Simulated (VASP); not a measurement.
# Ru (P6_3/mmc) in VASP: settings compared

Ru is run at these levels: PBE, RPBE; tasks: single point.

All numbers are computed with VASP 6.6.1; they aren't measurements. Logs are shortened: lines on timing, memory, paths and dates and some standing lists are left out, and cuts for length are marked.

## 1. The cell of the first run

It takes space group P6_3/mmc (No. 194, hexagonal). Conventional cell: a = 2.706 Å, b = 2.706 Å, c = 4.282 Å, α = 90.00°, β = 90.00°, γ = 120.00°. Within 3.5 Å of Ru (site symmetry -6m2) lie 12 Ru at 2.65 to 2.71 Å.

## 2. Single point, PBE

INCAR reads:

```
PREC     = Accurate       # precision mode
ENCUT    = 500            # plane-wave cutoff, eV
EDIFF    = 1E-6           # SCF threshold, eV
ISMEAR   = 0              # smearing method
SIGMA    = 0.05           # smearing width, eV
LREAL    = F              # projectors in reciprocal space
LASPH    = T              # aspherical terms in the spheres
NELM     = 120            # most SCF steps
ALGO     = Normal         # electronic algorithm
ISIF     = 2              # what is computed and relaxed
LWAVE    = F              # write WAVECAR
LCHARG   = F              # write CHGCAR
GGA      = PE             # functional
NBANDS   = 21             # bands
GGA_COMPAT= F
```

KPOINTS reads:

```
Automatic mesh
0
Gamma
  13 13 7
```

POSCAR reads:

```
Ru
1.0
    2.7058000000      0.0000000000      0.0000000000
   -1.3529000000      2.3432915400      0.0000000000
    0.0000000000      0.0000000000      4.2819000000
Ru
2
Direct
    0.3333333333      0.6666666667      0.2500000000
    0.6666666667      0.3333333333      0.7500000000
```

Potentials or basis: VASP PAW PBE potentials, release 64 (Ru_pv).

On the command line:

```sh
cat potpaw_PBE.64/Ru_pv/POTCAR > POTCAR
mpirun -np 1 vasp_std > vasp.out
```

OUTCAR:

```text
PREC = Accurate
   ENCUT = 500
   EDIFF = 1E-6
   ISMEAR = 0
   LREAL = F
   LASPH = T
   NELM = 120
   ISIF = 2
   GGA = PE

 ion  position               nearest neighbor table
   1  0.333  0.667  0.250-   2 2.65   2 2.65   2 2.65   2 2.65   2 2.65   2 2.65
   2  0.667  0.333  0.750-   1 2.65   1 2.65   1 2.65   1 2.65   1 2.65   1 2.65

  LATTYP: Found a hexagonal cell.
 ALAT       =     2.7058000000
 C/A-ratio  =     1.5824894671

  Lattice vectors:

 A1 = (   2.7058000000,   0.0000000000,   0.0000000000)
 A2 = (  -1.3529000000,   2.3432915400,   0.0000000000)
 A3 = (   0.0000000000,   0.0000000000,   4.2819000000)

Analysis of symmetry for initial positions (statically):
=====================================================================
 Subroutine PRICEL returns:
 Original cell was already a primitive cell.

 Routine SETGRP: Setting up the symmetry group for a
 hexagonal supercell.

 Subroutine GETGRP returns: Found 24 space group operations
 (whereof 12 operations were pure point group operations)
 out of a pool of 24 trial point group operations.

The static configuration has the point symmetry D_3d.
 The point group associated with its full space group is D_6h.

Analysis of symmetry for dynamics (positions and initial velocities):
=====================================================================
 Subroutine PRICEL returns:
 Original cell was already a primitive cell.

 Routine SETGRP: Setting up the symmetry group for a
 hexagonal supercell.

 Subroutine GETGRP returns: Found 24 space group operations
 (whereof 12 operations were pure point group operations)
 out of a pool of 24 trial point group operations.

The dynamic configuration has the point symmetry D_3d.
 The point group associated with its full space group is D_6h.

 Subroutine INISYM returns: Found 24 space group operations
 (whereof 12 operations are pure point group operations),
 and found     1 'primitive' translations

----------------------------------------------------------------------------------------

                                     Primitive cell

  volume of cell :      27.1493

  direct lattice vectors                    reciprocal lattice vectors
     2.705800000  0.000000000  0.000000000     0.369576465  0.213375072  0.000000000
    -1.352900000  2.343291540  0.000000000     0.000000000  0.426750143  0.000000000
     0.000000000  0.000000000  4.281900000     0.000000000  0.000000000  0.233541185

  length of vectors
     2.705800000  2.705800002  4.281900000     0.426750143  0.426750143  0.233541185

  position of ions in fractional coordinates (direct lattice)
     0.333333333  0.666666667  0.250000000
     0.666666667  0.333333333  0.750000000

  ion indices of the primitive-cell ions
   primitive index   ion index
                 1           1
                 2           2

----------------------------------------------------------------------------------------

 KPOINTS: Automatic mesh

Automatic generation of k-mesh.
 Grid dimensions read from file:
 generate k-points for:   13   13    7

 Generating k-lattice:

  Cartesian coordinates                     Fractional coordinates (reciprocal lattice)
     0.028428959  0.016413467  0.000000000     0.076923077  0.000000000  0.000000000
     0.000000000  0.032826934  0.000000000     0.000000000  0.076923077  0.000000000
     0.000000000  0.000000000  0.033363026     0.000000000  0.000000000  0.142857143

  Length of vectors
     0.032826934  0.032826934  0.033363026

  Shift w.r.t. Gamma in fractional coordinates (k-lattice)
     0.000000000  0.000000000  0.000000000

 Subroutine IBZKPT returns following result:
 ===========================================

 Found     84 irreducible k-points:

 Following reciprocal coordinates:
            Coordinates               Weight
  0.000000  0.000000  0.000000      1.000000
  0.076923  0.000000  0.000000      6.000000
  0.153846  0.000000  0.000000      6.000000
  0.230769  0.000000  0.000000      6.000000
  0.307692  0.000000  0.000000      6.000000
  0.384615  0.000000  0.000000      6.000000
[... 16 lines left out ...]
  0.076923  0.000000  0.142857     12.000000
  0.153846  0.000000  0.142857     12.000000
 [... further k-points ...]
   k-points           NKPTS =     84   k-points in BZ     NKDIM =     84   number of bands    NBANDS=     21
   number of dos      NEDOS =    301   number of ions     NIONS =      2
   total plane-waves  NPLWV =  12800
   dimension x,y,z NGX =    20 NGY =   20 NGZ =   32
   dimension x,y,z NGXF=    40 NGYF=   40 NGZF=   64
   ions per type =               2
   NGX,Y,Z   is equivalent  to a cutoff of  12.29, 12.29, 12.42 a.u.
   NGXF,Y,Z  is equivalent  to a cutoff of  24.58, 24.58, 24.85 a.u.
 SYSTEM =  unknown system
   PREC   = accura    normal or accurate (medium, high low for compatibility)
   ISTART =      0    job   : 0-new  1-cont  2-samecut
   ICHARG =      2    charge: 1-file 2-atom 10-const
   ISPIN  =      1    spin polarized calculation?
   LNONCOLLINEAR =      F non collinear calculations
   LSORBIT =      F    spin-orbit coupling
   LASPH  =      T    aspherical Exc in radial PAW
   ENCUT  =  500.0 eV  36.75 Ry    6.06 a.u.   4.93  4.93  7.81*2*pi/ulx,y,z
   NELM   =    120;   NELMIN=  2; NELMDL= -5     # of ELM steps
   EDIFF  = 0.1E-05   stopping-criterion for ELM
   LREAL  =      F    real-space projection
   EDIFFG = 0.1E-04   stopping-criterion for IOM
   NSW    =      0    number of steps for IOM
   IBRION =     -1    ionic relax: 0-MD 1-quasi-New 2-CG
   NFREE  =      0    steps in history (QN), initial steepest desc. (CG)
   ISIF   =      2    stress and relaxation
   ISYM   =      2    0-nonsym 1-usesym 2-fastsym
   POTIM  = 0.5000    time-step for ionic-motion
   TEBEG  =    0.0;   TEEND  =   0.0 temperature during run
   PSTRESS=    0.0 pullay stress
   NELECT =      28.0000    total number of electrons
   NUPDOWN=      -1.0000    fix difference up-down
   EMIN   =  10.00;   EMAX   =-10.00  energy-range for DOS
   EFERMI =   0.00;   METHOD = LEGACY
   ISMEAR =     0;   SIGMA  =   0.05  broadening in eV -4-tet -1-fermi 0-gaus
   EFERMI_NEDOS =   21; number of points for ismear=-14 and -15
   IALGO  =     38    algorithm
   IMIX   =      4    mixing-type and parameters
     AMIX     =   0.40;   BMIX     =  1.00
     AMIX_MAG =   1.60;   BMIX_MAG =  1.00
  volume/ion in A,a.u.               =      13.57        91.61
  Fermi-wavevector in a.u.,A,eV,Ry     =   1.654022  3.125649 37.222674  2.735789
  Thomas-Fermi vector in A             =   2.742361
   LORBIT       =      0    0 simple, 1 ext, 2 COOP (PROOUT), +10 PAW based schemes
   GGA     = PE    functional components
   LHFCALC =     F    Hartree Fock is set to
   AEXX    =    0.0000 exact exchange contribution
   IVDW    =     0    specifies the selected vdW correction
   LEPSILON=     F    determine dielectric tensor
   LRPA    =     F    only Hartree local field effects (RPA)
 non-spin polarized calculation
 Gauss-broadening in eV      SIGMA  =   0.05
  energy-cutoff  :      500.00
  volume of cell :       27.15
 maximum number of plane-waves:       703
 NGX is ok and might be reduce to    20
   NGX =  9   NGY =  9   NGZ = 15

 number of electron      28.0000008 magnetization

 Free energy of the ion-electron system (eV)
  ---------------------------------------------------
  ext. energy  EPLUGINS =         0.00000000
  ---------------------------------------------------
  free energy    TOTEN  =       -18.45674937 eV

  energy without entropy =      -18.45546813  energy(sigma->0) =      -18.45610875

 E-fermi :  12.9038     XC(G=0): -14.1222

 val. band max:       12.8896804087   @ k =   0.3846   0.0000   0.4286
 cond. band min:      12.9513893841   @ k =   0.2308   0.0769   0.2857
 fundamental gap:      0.0617089754
 Fermi energy:        12.9038423618

 k-point     1 :       0.0000    0.0000    0.0000
  band No.  band energies     occupation
      1     -30.8080      2.00000
      2     -29.8842      2.00000
      3     -29.8842      2.00000
      4     -29.7141      2.00000
      5     -29.7141      2.00000
      6     -29.6647      2.00000
[... 13 lines left out ...]
     20      23.2482      0.00000
     21      23.2779      0.00000

 k-point     2 :       0.0769    0.0000    0.0000
  band No.  band energies     occupation
      1     -30.7878      2.00000
      2     -29.9270      2.00000
      3     -29.8986      2.00000
      4     -29.7588      2.00000
      5     -29.7200      2.00000
      6     -29.6740      2.00000
[... 13 lines left out ...]
     20      23.2482      0.00000
     21      23.2720      0.00000

 k-point     3 :       0.1538    0.0000    0.0000
  band No.  band energies     occupation
      1     -30.7297      2.00000
      2     -30.0456      2.00000
      3     -29.9375      2.00000
      4     -29.8805      2.00000
      5     -29.7372      2.00000
      6     -29.7022      2.00000
[... 13 lines left out ...]
     20      23.2482      0.00000
     21      23.2619      0.00000

 k-point     4 :       0.2308    0.0000    0.0000
  band No.  band energies     occupation
      1     -30.6405      2.00000
      2     -30.2130      2.00000
      3     -30.0468      2.00000
      4     -29.9903      2.00000
      5     -29.7632      2.00000
      6     -29.7490      2.00000
[... 13 lines left out ...]
     20      23.2481      0.00000
     21      23.2557      0.00000

 k-point     5 :       0.3077    0.0000    0.0000
  band No.  band energies     occupation
      1     -30.5315      2.00000
      2     -30.3906      2.00000
      3     -30.2173      2.00000
      4     -30.0444      2.00000
      5     -29.8128      2.00000
      6     -29.7923      2.00000
[... 13 lines left out ...]
     20      23.2479      0.00000
     21      23.2514      0.00000

 k-point     6 :       0.3846    0.0000    0.0000
  band No.  band energies     occupation
      1     -30.5373      2.00000
      2     -30.4204      2.00000
      3     -30.3543      2.00000
      4     -30.0880      2.00000
      5     -29.8862      2.00000
      6     -29.8172      2.00000
[... 13 lines left out ...]
     20      23.2480      0.00000
     21      23.4216      0.00000

 k-point     7 :       0.4615    0.0000    0.0000
  band No.  band energies     occupation
      1     -30.6199      2.00000
      2     -30.4301      2.00000
      3     -30.3391      2.00000
      4     -30.1122      2.00000
      5     -29.9461      2.00000
      6     -29.8315      2.00000
[... 13 lines left out ...]
     20      23.2475      0.00000
     21      23.8280      0.00000
[... 291 lines left out ...]
      1     -30.5341      2.00000
      2     -30.3487      2.00000
      3     -30.2770      2.00000
      4     -30.2248      2.00000
      5     -30.0443      2.00000
      6     -30.0393      2.00000
[... 13 lines left out ...]
     20      23.2482      0.00000
     21      23.2491      0.00000

 k-point    21 :       0.3077    0.3077    0.0000
  band No.  band energies     occupation
      1     -30.4987      2.00000
      2     -30.3466      2.00000
      3     -30.2889      2.00000
      4     -30.1848      2.00000
      5     -30.1092      2.00000
      6     -30.0753      2.00000
[... 13 lines left out ...]
     20      23.2483      0.00000
     21      23.2485      0.00000

 k-point    22 :       0.0000    0.0000    0.1429
  band No.  band energies     occupation
      1     -30.7542      2.00000
      2     -29.8758      2.00000
      3     -29.8758      2.00000
      4     -29.7244      2.00000
      5     -29.7226      2.00000
      6     -29.7226      2.00000
[... 13 lines left out ...]
     20      23.2482      0.00000
     21      24.1313      0.00000

 k-point    23 :       0.0769    0.0000    0.1429
  band No.  band energies     occupation
      1     -30.7368      2.00000
      2     -29.9173      2.00000
      3     -29.8899      2.00000
      4     -29.7899      2.00000
      5     -29.7289      2.00000
      6     -29.7092      2.00000
[... 13 lines left out ...]
     20      23.2482      0.00000
     21      24.1246      0.00000

 k-point    24 :       0.1538    0.0000    0.1429
  band No.  band energies     occupation
      1     -30.6877      2.00000
      2     -30.0315      2.00000
      3     -29.9277      2.00000
      4     -29.9171      2.00000
      5     -29.7473      2.00000
      6     -29.7257      2.00000
[... 13 lines left out ...]
     20      23.2482      0.00000
     21      24.1146      0.00000

 [... further k-points ...]
[... 5 lines left out ...]
  --------------------------------------------------------------------------------------
  -------------------------------------------------------------------------------------
  Total        0.8321992      0.8321992      0.5620826      0.0000000      0.0000000      0.0000000
  in kB       49.1110614     49.1110615     33.1705131      0.0000000      0.0000000      0.0000000
  external PRESSURE =      43.7975454 kB  Pullay stress =       0.0000000 kB

 VOLUME and BASIS-vectors are now :
 -----------------------------------------------------------------------------
  energy-cutoff  :      500.00
  volume of cell :       27.15
      direct lattice vectors                 reciprocal lattice vectors
     2.705800000  0.000000000  0.000000000     0.369576465  0.213375072  0.000000000
    -1.352900000  2.343291540  0.000000000     0.000000000  0.426750143  0.000000000
     0.000000000  0.000000000  4.281900000     0.000000000  0.000000000  0.233541185

 POSITION                                       TOTAL-FORCE (eV/Angst)
 -----------------------------------------------------------------------------------
     -0.00000      1.56219      1.07048        -0.000000      0.000000      0.000000
      1.35290      0.78110      3.21143         0.000000     -0.000000      0.000000
 -----------------------------------------------------------------------------------
    total drift:                               -0.000000      0.000000     -0.000000

  FREE ENERGIE OF THE ION-ELECTRON SYSTEM (eV)
  ---------------------------------------------------
  free  energy   TOTEN  =       -18.4567493659 eV

  energy  without entropy=      -18.4554681330  energy(sigma->0) =      -18.45610875
```

Wall time 13 s (1 thread of AMD EPYC 9R45 (Zen 5), shared host); peak memory 0.13 GiB.

What came out:

```
Free energy            : -18.4567 eV
Pressure               : 4.4 GPa
Band gap on the k mesh : zero (band 14 reaches 14.31 eV, above the bottom of band 15 at 11.32 eV)
```

Levels at points of the mesh, in eV from the Fermi level:
| k point | band 12 | band 13 | band 14 | band 15 | band 16 | band 17 |
| --- | --- | --- | --- | --- | --- | --- |
| (0.00, 0.00, 0.00) | -1.98 | -1.98 | -1.45 | -1.45 | 1.12 | 1.12 |

## 3. Single point, RPBE

INCAR reads:

```
SYSTEM = Ru
PREC = Accurate
ENCUT = 500
EDIFF = 1E-6
ISMEAR = 0
SIGMA = 0.05
LREAL = .False.
LASPH = .True.
NELM = 120
ALGO = Normal
ISIF = 2
LWAVE = .False.
LCHARG = .False.
GGA = RP
NBANDS = 21
GGA_COMPAT = .False.
```

KPOINTS reads:

```
Automatic mesh
0
Gamma
  13 13 7
  0 0 0
```

POSCAR is that of step 2.

Potentials or basis: VASP PAW PBE potentials, release 64 (Ru_pv).

On the command line:

```sh
cat potpaw_PBE.64/Ru_pv/POTCAR > POTCAR
mpirun -np 1 vasp_std > vasp.out
```

It took 13 s on 1 thread of AMD EPYC 9R45 (Zen 5), shared host; peak memory 0.13 GiB.

Results (log left out):

```yaml
Free_energy: -17.1476 eV
Pressure: 8.9 GPa
Band_gap_on_the_k_mesh: zero (band 14 reaches 14.38 eV, above the bottom of band 15 at 11.40 eV)
```

Stress tensor (GPa, compression positive):
```
9.35 0.00 0.00
0.00 9.35 0.00
0.00 0.00 7.95
```

Levels at points of the mesh, in eV from the Fermi level:
```
           k point  band 10  band 11  band 12  band 13  band 14  band 15  band 16  band 17  band 18  band 19
(0.00, 0.00, 0.00)    -2.66    -2.48    -1.98    -1.98    -1.45    -1.45     1.11     1.11     1.25    10.27
```

Caveat: the PAW data sets were made with another functional, which shifts forces and pressure a little.
